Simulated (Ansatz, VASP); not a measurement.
**Li3TeH: VASP beside Ansatz**

INCAR

```
PREC     = Accurate       # precision mode
ENCUT    = 520            # plane-wave cutoff, eV
EDIFF    = 1E-7           # SCF threshold, eV
ISMEAR   = 0              # smearing method
SIGMA    = 0.1            # smearing width, eV
LREAL    = False          # projectors in reciprocal space
LASPH    = True           # aspherical terms in the spheres
NELM     = 80             # most SCF steps
ALGO     = Normal         # electronic algorithm
ISIF     = 2              # what is computed and relaxed
LWAVE    = False          # write WAVECAR
LCHARG   = False          # write CHGCAR
GGA      = PE             # functional
NBANDS   = 16             # bands
```

File KPOINTS:

```
regular mesh
0
Gamma
  4 4 4
```

File POSCAR:

```
Li3TeH
1.0
    4.2221000000      0.0000000000      0.0000000000
    0.0000000000      4.2221000000      0.0000000000
    0.0000000000      0.0000000000      4.2221000000
Li Te H
3 1 1
Direct
    0.5000000000      0.0000000000      0.5000000000
    0.0000000000      0.5000000000      0.5000000000
    0.5000000000      0.5000000000      0.0000000000
    0.0000000000      0.0000000000      0.0000000000
    0.5000000000      0.5000000000      0.5000000000
```

Input for Ansatz:

```yaml
crystal:
  lattice:
    - [4.2221, 0.0, 0.0]
    - [0.0, 4.2221, 0.0]
    - [0.0, 0.0, 4.2221]
  atoms:
    - { symbol: Li, position: [0.5, 0.0, 0.5] }
    - { symbol: Li, position: [0.0, 0.5, 0.5] }
    - { symbol: Li, position: [0.5, 0.5, 0.0] }
    - { symbol: Te, position: [0.0, 0.0, 0.0] }
    - { symbol: H, position: [0.5, 0.5, 0.5] }
basis:
  ecutwfc: 420
kpoints:
  mp_grid: { grid: [4, 4, 4] }
hamiltonian:
  xc: pbe
scf:
  occupations: { method: gaussian, width: 0.1 }
output:
  forces: true
  stress: true
  eigenvalues: true
```

Alike in both runs: task single point; functional PBE; k mesh 4 × 4 × 4; occupations gaussian, width 0.1 eV; no spin polarisation.

|  | VASP | Ansatz |
| --- | --- | --- |
| version | VASP 6.6.1 | Ansatz 0.2.0 |
| potentials or method | VASP PAW PBE potentials, release 64 (Li_sv, Te, H), cutoff 520 eV | scalar-relativistic, plane waves, PAW |
| valence electrons in the cell | 16 | 26 |

```csv
,VASP,Ansatz,Ansatz less VASP
gap on the k mesh at the Fermi level (eV),2.90,2.89,-0.007
least direct gap on the mesh (eV),3.62,3.61,-0.008
```

VASP's potentials hold 16 valence electrons a cell and Ansatz's 26, so a difference there can come from the potentials and not from the codes.

Neither program's run includes spin-orbit coupling. Noted on VASP's run: the cutoff is short for stress, so the pressure is rough.
